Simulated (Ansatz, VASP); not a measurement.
## MgO: VASP beside Ansatz

INCAR

```
  PREC = Accurate
  ENCUT = 600
  EDIFF = 1E-6
  ISMEAR = 0
  SIGMA = 0.01
  LREAL = F
  LASPH = T
  NELM = 120
  ALGO = Normal
  ISIF = 2
  LWAVE = F
  LCHARG = T
  LELF = T
  LVHAR = T
  NBANDS = 11
  GGA_COMPAT = F
```

KPOINTS

```
Automatic mesh
0
Gamma
  10 10 10
```

File POSCAR:

```
MgO
1.0
    0.0000000000      2.1085000000      2.1085000000
    2.1085000000      0.0000000000      2.1085000000
    2.1085000000      2.1085000000      0.0000000000
Mg O
1 1
Direct
    0.0000000000      0.0000000000      0.0000000000
    0.5000000000      0.5000000000      0.5000000000
```

Input for Ansatz:

```yaml
crystal:
  lattice:
    bravais: fcc
    a: 4.217
  space_group: 225
  atoms:
    - { symbol: Mg, position: [0.0, 0.0, 0.0] }
    - { symbol: O, position: [0.5, 0.0, 0.0] }
  reduce_to_primitive: true
basis:
  ecutwfc: 470.0
kpoints:
  mp_grid:
    grid: [10, 10, 10]
hamiltonian:
  xc: lda
scf:
  occupations:
    method: fixed
output:
  write_density: true
  populations: true
  band_densities:
    - { bands: [v1, v1] }
    - { bands: [c1, c1] }
```

Alike in both runs: task single point; functional LDA; k mesh 10 × 10 × 10; no spin polarisation.

|  | VASP | Ansatz |
| --- | --- | --- |
| version | VASP 6.6.1 | Ansatz 0.2.0 |
| potentials or method | VASP PAW LDA potentials, release 64 (Mg, O), cutoff 600 eV | plane waves, PAW |
| occupations | gaussian, width 0.01 eV | fixed |
| valence electrons in the cell | 8 | 16 |

|  | VASP | Ansatz | Ansatz less VASP |
| --- | --- | --- | --- |
| gap on the k mesh at the Fermi level (eV) | 4.62 | 4.62 | +0.001 |

LDA's correlation is that of Perdew and Zunger in VASP and of Perdew and Wang (1992) in Ansatz. VASP's potentials hold 8 valence electrons a cell and Ansatz's 16, so a difference there can come from the potentials and not from the codes.
